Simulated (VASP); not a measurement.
Write the native input for VASP 6.6.1 that does the following.

```
Task                               : single point
Functional                         : HSEsol
Potentials or basis                : VASP PAW PBE potentials, release 64 (K_sv, Cl)
Cutoff                             : 340 eV
k mesh                             : 4 × 4 × 4
Occupations                        : gaussian, width 0.03 eV
Spin                               : no spin polarisation
Tolerance level                    : standard
Purpose                            : levels
Further INCAR settings             : ALGO = Normal; EDIFF = 1e-06
Share of exact exchange            : 0.25
Grid for exact exchange (PRECFOCK) : Normal
Screening parameter                : 0.2 1/Å
```

KCl:

```
K Cl
1.0
     0.00000    3.14647    3.14647
     3.14647    0.00000    3.14647
     3.14647    3.14647    0.00000
K Cl
1 1
Direct
  0.00000 0.00000 0.00000
  0.50000 0.50000 0.50000
```

These files were run (other wordings do the same):

POSCAR

```
KCl
1.0
    0.0000000000      3.1464700000      3.1464700000
    3.1464700000      0.0000000000      3.1464700000
    3.1464700000      3.1464700000      0.0000000000
K Cl
1 1
Direct
    0.0000000000      0.0000000000      0.0000000000
    0.5000000000      0.5000000000      0.5000000000
```

INCAR.step1

```
SYSTEM = KCl
ISMEAR = 0
SIGMA = 0.03
LWAVE = .True.
LCHARG = .False.
ISIF = 2
PREC = Accurate
LASPH = .True.
LREAL = .False.
ALGO = Normal
EDIFF = 1E-5
NELM = 120
GGA_COMPAT = .False.
ENCUT = 340
EFERMI = MIDGAP
GGA = PE
```

INCAR.step2

```
SYSTEM = KCl
GGA = PS
LHFCALC = .True.
HFSCREEN = 0.2
ISMEAR = 0
SIGMA = 0.03
LWAVE = .False.
LCHARG = .False.
ISIF = 2
PREC = Accurate
LASPH = .True.
LREAL = .False.
ALGO = Normal
EDIFF = 1E-6
NELM = 120
GGA_COMPAT = .False.
ENCUT = 340
EFERMI = MIDGAP
PRECFOCK = Normal
ISTART = 1
```

KPOINTS

```
Automatic mesh
0
Gamma
  4 4 4
  0 0 0
```

Potentials or basis: VASP PAW PBE potentials, release 64 (K_sv, Cl).

The run is started by

```sh
$ cat potpaw_PBE.64/K_sv/POTCAR potpaw_PBE.64/Cl/POTCAR > POTCAR
$ cp INCAR.step1 INCAR
$ mpirun -np 1 vasp_std > vasp.out
$ cp INCAR.step2 INCAR
$ mpirun -np 1 vasp_std > vasp.out
```

It gave:

```
Pressure               : -0.4 GPa
Band gap on the k mesh : 6.38 eV
```

Caveat: the k points lie up to 0.43 Å⁻¹ apart; the PAW data sets were made with another functional, which shifts forces and pressure a little.

Wall time 2.5 min on 1 thread of Intel(R) Xeon(R) Platinum 8124M CPU @ 3.00GHz (Skylake/Cascade Lake), on a shared host, peak memory 0.25 GiB.
